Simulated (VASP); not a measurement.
## BN: single point with r2SCAN

BN:

```
B N
1.0
     2.44048    0.00000    0.00000
    -1.22024    2.11352    0.00000
     0.00000    0.00000    3.91938
B N
2 2
Direct
  0.00000 0.00000 0.00000
  0.00000 0.00000 0.50000
  0.33333 0.66667 0.25000
  0.66667 0.33333 0.75000
```

This cell differs from its parent crystal: volume changed by -6%.

```yaml
Program: VASP 6.6.1
Task: single point
Functional: r2SCAN
Potentials_or_basis: VASP PAW PBE potentials, release 64 (B, N)
Cutoff: 520 eV
k_mesh: 9 × 9 × 6
Occupations: gaussian, width 0.01 eV
Spin: no spin polarisation
Dipole_correction: no
Further_INCAR_settings: ALGO = Normal; EDIFF = 1e-06; NBANDS = 16
```

- Pressure: 27.8 GPa
- Band gap on the k mesh: 2.25 eV, indirect (least direct gap 6.17 eV)

Stress tensor (GPa, compression positive):
```
27.02  0.00  0.00
 0.00 27.02  0.00
 0.00  0.00 29.39
```

Levels at points of the mesh, in eV from the valence-band top:
| k point | band 6 | band 7 | band 8 | band 9 | band 10 | band 11 |
| --- | --- | --- | --- | --- | --- | --- |
| (0.00, 0.00, 0.00) | -0.74 | -0.74 | -0.10 | 7.02 | 9.69 | 9.69 |
| (0.00, 0.00, 0.50) | -0.98 | -0.98 | -0.98 | 8.45 | 8.45 | 8.88 |

It took 35 s on 1 thread of AMD EPYC 9R45 96-Core Processor (Zen 5) (shared host), peak memory 0.1 GiB.

Caveat: the PAW data sets were made with another functional, which shifts forces and pressure a little. A k mesh can miss the band edges.
